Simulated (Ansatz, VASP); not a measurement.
**Two plane-wave programs on Pt**

File INCAR:

```
PREC = Accurate
ENCUT = 520
EDIFF = 1E-6
ISMEAR = 0
SIGMA = 0.15
LREAL = False
LASPH = True
NELM = 60
ALGO = Fast
ISIF = 2
LWAVE = False
LCHARG = False
GGA = PE
NBANDS = 11
```

Contents of KPOINTS:

```
regular mesh
0
Gamma
  26 26 26
```

The input POSCAR:

```
Pt
1.0
    0.0000000000      1.9850550539      1.9850550539
    2.0247561550      0.0000000000      1.9850550539
    2.0247561550      1.9850550539      0.0000000000
Pt
1
Direct
    0.0000000000      0.0000000000      0.0000000000
```

Input for Ansatz:

```yaml
crystal:
  lattice:
    - [0.0, 1.9850550539, 1.9850550539]
    - [2.024756155, 0.0, 1.9850550539]
    - [2.024756155, 1.9850550539, 0.0]
  atoms:
    - { symbol: Pt, position: [0.0, 0.0, 0.0] }
basis:
  ecutwfc: 420
kpoints:
  mp_grid: { grid: [26, 26, 26] }
hamiltonian:
  xc: pbe
scf:
  occupations: { method: gaussian, width: 0.15 }
output:
  forces: true
  stress: true
  eigenvalues: true
```

Change from the starting cell: strain +0.0200 x Voigt [1, 0, 0, 0, 0, 0], atoms carried along.

Alike in both runs: task single point; functional PBE; k mesh 26 × 26 × 26; occupations gaussian, width 0.15 eV; no spin polarisation.

|  | VASP | Ansatz |
| --- | --- | --- |
| version | VASP 6.6.1 | Ansatz 0.2.0 |
| potentials or method | VASP PAW PBE potentials, release 64 (Pt), cutoff 520 eV | scalar-relativistic, plane waves, PAW |
| valence electrons in the cell | 10 | 18 |

|  | VASP | Ansatz | Ansatz less VASP |
| --- | --- | --- | --- |
| gap on the k mesh at the Fermi level (eV) | none | none | - |
| pressure (GPa) | -5.0 | -4.5 | +0.46 |
| traceless stress, the component that is largest in VASP (GPa) | -1.15 | -1.17 | -0.012 |

A gap of «none» marks a metal or a gap that the smearing closes. VASP's potentials hold 10 valence electrons a cell and Ansatz's 18, so a difference there can come from the potentials and not from the codes.

Spin-orbit coupling is off throughout.
